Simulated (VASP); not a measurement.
# Se: single point with PBE

Crystal: Se.

```
Se
1.0
     0.00000    1.66109    1.66109
     1.66109    0.00000    1.66109
     1.66109    1.66109    0.00000
Se
1
Direct
  0.00000 0.00000 0.00000
```

This isn't the form of Se at room conditions, which is trigonal, of chains.

```json
{
  "Program": "VASP 6.6.1",
  "Task": "single point",
  "Functional": "PBE",
  "Potentials or basis": "VASP PAW PBE potentials, release 64 (Se)",
  "Cutoff": "520 eV",
  "k mesh": "15 × 15 × 15",
  "Occupations": "fermi-dirac, width 0.05 eV",
  "Spin": "no spin polarisation",
  "Dipole correction": "no",
  "Further INCAR settings": "ALGO = Normal; EDIFF = 1e-06; NBANDS = 9"
}
```

```json
{
 "Pressure": "330.8 GPa",
 "Band gap on the k mesh": "zero (bands 3 and 4 overlap by 16.70 eV)"
}
```

Levels at points of the mesh, in eV from the Fermi level:
| k point | band 1 | band 2 | band 3 | band 4 | band 5 | band 6 |
| --- | --- | --- | --- | --- | --- | --- |
| (0.00, 0.00, 0.00) | -27.12 | 9.94 | 9.94 | 9.94 | 14.02 | 14.02 |

Run time: 12 s on 1 thread of Intel Xeon 8259CL, with other jobs on the host, peak memory 0.13 GiB.

Caveat: the cell stands under pressure.
